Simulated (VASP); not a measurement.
# RbCl (Fm-3m) in VASP: further runs, part 2 of 2

VASP 6.6.1.

**5. Single point, PBE (volume changed by +6%)**

INCAR reads:

```
SYSTEM = RbCl
PREC = Accurate
ENCUT = 500
EDIFF = 1E-6
ISMEAR = 0
SIGMA = 0.01
LREAL = .False.
LASPH = .True.
NELM = 120
ALGO = Normal
ISIF = 2
LWAVE = .False.
LCHARG = .False.
GGA = PE
NBANDS = 15
GGA_COMPAT = .False.
```

KPOINTS reads:

```
regular mesh
0
Gamma
  6 6 6
  0 0 0
```

POSCAR reads:

```
RbCl
1.0
    0.0000000000      3.4138014694      3.4138014694
    3.4138014694      0.0000000000      3.4138014694
    3.4138014694      3.4138014694      0.0000000000
Rb Cl
1 1
Direct
    0.0000000000      0.0000000000      0.0000000000
    0.5000000000      0.5000000000      0.5000000000
```

Potentials or basis: VASP PAW PBE potentials, release 64 (Rb_sv, Cl).

Launch:

```sh
$ cat potpaw_PBE.64/Rb_sv/POTCAR potpaw_PBE.64/Cl/POTCAR > POTCAR
$ mpirun -np 1 vasp_std > vasp.out
```

OUTCAR:

```text
SYSTEM = RbCl
   PREC = Accurate
   ENCUT = 500
   EDIFF = 1E-6
   ISMEAR = 0
   LREAL = .False.
   LASPH = .True.
   NELM = 120
   ISIF = 2
   GGA = PE

 ion  position               nearest neighbor table
   1  0.000  0.000  0.000-   2 3.41   2 3.41   2 3.41   2 3.41   2 3.41   2 3.41
   2  0.500  0.500  0.500-   1 3.41   1 3.41   1 3.41   1 3.41   1 3.41   1 3.41

  LATTYP: Found a face centered cubic cell.
 ALAT       =     6.8276029388

  Lattice vectors:

 A1 = (   0.0000000000,   3.4138014694,   3.4138014694)
 A2 = (   3.4138014694,   0.0000000000,   3.4138014694)
 A3 = (   3.4138014694,   3.4138014694,   0.0000000000)

Analysis of symmetry for initial positions (statically):
=====================================================================
 Subroutine PRICEL returns:
 Original cell was already a primitive cell.

 Routine SETGRP: Setting up the symmetry group for a
 face centered cubic supercell.

 Subroutine GETGRP returns: Found 48 space group operations
 (whereof 48 operations were pure point group operations)
 out of a pool of 48 trial point group operations.

The static configuration has the point symmetry O_h .

Analysis of symmetry for dynamics (positions and initial velocities):
[... 168 lines left out ...]
     10       5.6427      0.00000
     11       5.6427      0.00000
     12       5.6427      0.00000
     13       6.5580      0.00000
     14       6.5580      0.00000
[... 257 lines left out ...]
      2     -14.1410      2.00000
      3     -10.6448      2.00000
      4     -10.5940      2.00000
      5     -10.5171      2.00000
      6      -2.5458      2.00000
      7      -2.5352      2.00000
      8      -2.4294      2.00000
      9       4.5933      0.00000
     10       5.9680      0.00000
     11       6.0147      0.00000
     12       7.0837      0.00000
     13       8.1708      0.00000
     14       8.9738      0.00000
     15       9.3440      0.00000

------------------------ aborting loop because EDIFF is reached ----------------------------------------

  FORCE on cell =-STRESS in cart. coord.  units (eV):
  Direction    XX          YY          ZZ          XY          YZ          ZX
  --------------------------------------------------------------------------------------
  -------------------------------------------------------------------------------------
  Total       -0.3556133     -0.3556133     -0.3556133     -0.0000000      0.0000000     -0.0000000
  in kB       -7.1605066     -7.1605066     -7.1605066     -0.0000000      0.0000000     -0.0000000
  external PRESSURE =      -7.1605066 kB  Pullay stress =       0.0000000 kB

 VOLUME and BASIS-vectors are now :
 -----------------------------------------------------------------------------
  energy-cutoff  :      500.00
  volume of cell :       79.57
      direct lattice vectors                 reciprocal lattice vectors
     0.000000000  3.413801469  3.413801469    -0.146464288  0.146464288  0.146464288
     3.413801469  0.000000000  3.413801469     0.146464288 -0.146464288  0.146464288
     3.413801469  3.413801469  0.000000000     0.146464288  0.146464288 -0.146464288

 POSITION                                       TOTAL-FORCE (eV/Angst)
 -----------------------------------------------------------------------------------
      0.00000      0.00000      0.00000        -0.000000      0.000000     -0.000000
      3.41380      3.41380      3.41380         0.000000     -0.000000      0.000000
 -----------------------------------------------------------------------------------
    total drift:                                0.000000      0.000000      0.000000

  FREE ENERGIE OF THE ION-ELECTRON SYSTEM (eV)
  ---------------------------------------------------
  free  energy   TOTEN  =        -6.6663244568 eV

  energy  without entropy=       -6.6663244568  energy(sigma->0) =       -6.66632446
```

OSZICAR:

```text
N       E                     dE             d eps       ncg     rms          rms(c)
DAV:   1     0.805448264357E+02    0.80545E+02   -0.64718E+03   480   0.877E+02
DAV:   2    -0.121151908793E+01   -0.81756E+02   -0.75962E+02   707   0.166E+02
DAV:   3    -0.693417193063E+01   -0.57227E+01   -0.56955E+01   620   0.436E+01
DAV:   4    -0.706957695085E+01   -0.13541E+00   -0.13538E+00   726   0.671E+00
DAV:   5    -0.707042140531E+01   -0.84445E-03   -0.84445E-03   663   0.519E-01    0.282E+00
DAV:   6    -0.667753500535E+01    0.39289E+00   -0.54515E-01   585   0.342E+00    0.211E+00
DAV:   7    -0.664947771707E+01    0.28057E-01   -0.12772E-01   627   0.179E+00    0.133E+00
DAV:   8    -0.666430426874E+01   -0.14827E-01   -0.19408E-02   608   0.844E-01    0.200E-01
DAV:   9    -0.666561727685E+01   -0.13130E-02   -0.21507E-03   585   0.236E-01    0.110E-01
DAV:  10    -0.666630113714E+01   -0.68386E-03   -0.59437E-04   508   0.155E-01    0.193E-02
DAV:  11    -0.666631861277E+01   -0.17476E-04   -0.40807E-05   627   0.387E-02    0.172E-02
DAV:  12    -0.666632456876E+01   -0.59560E-05   -0.17916E-05   522   0.221E-02    0.514E-03
DAV:  13    -0.666632445679E+01    0.11197E-06   -0.35714E-07   527   0.392E-03
   1 F= -.66663245E+01 E0= -.66663245E+01  d E =-.208714E-87
```

Wall time 24 s (1 thread of AMD EPYC 7R43 (Zen 3), shared host); peak memory 0.17 GiB.

What came out:

```
Free energy            : -6.6663 eV
Pressure               : -0.7 GPa
Band gap on the k mesh : 4.66 eV, direct
```

**6. Overview**

| cell | gap on the mesh (eV) | pressure (GPa) |
| --- | --- | --- |
| a = 4.687 Å, angles 60.0°, 2 atoms | 4.93 | 0.5 |
| a = 4.735 Å, angles 60.0°, 2 atoms | 4.84 | 0.0 |
| a = 4.782 Å, angles 60.0°, 2 atoms | 4.75 | -0.4 |
| a = 4.828 Å, angles 60.0°, 2 atoms | 4.66 | -0.7 |

Alike in all rows: task single point; level PBE; potentials or basis VASP PAW PBE potentials, release 64 (Rb_sv, Cl); no spin polarisation; k mesh 6 × 6 × 6; cutoff (eV) 500; smearing gaussian 0.01 eV.

Absolute energies hang on the potentials; compare differences alone.
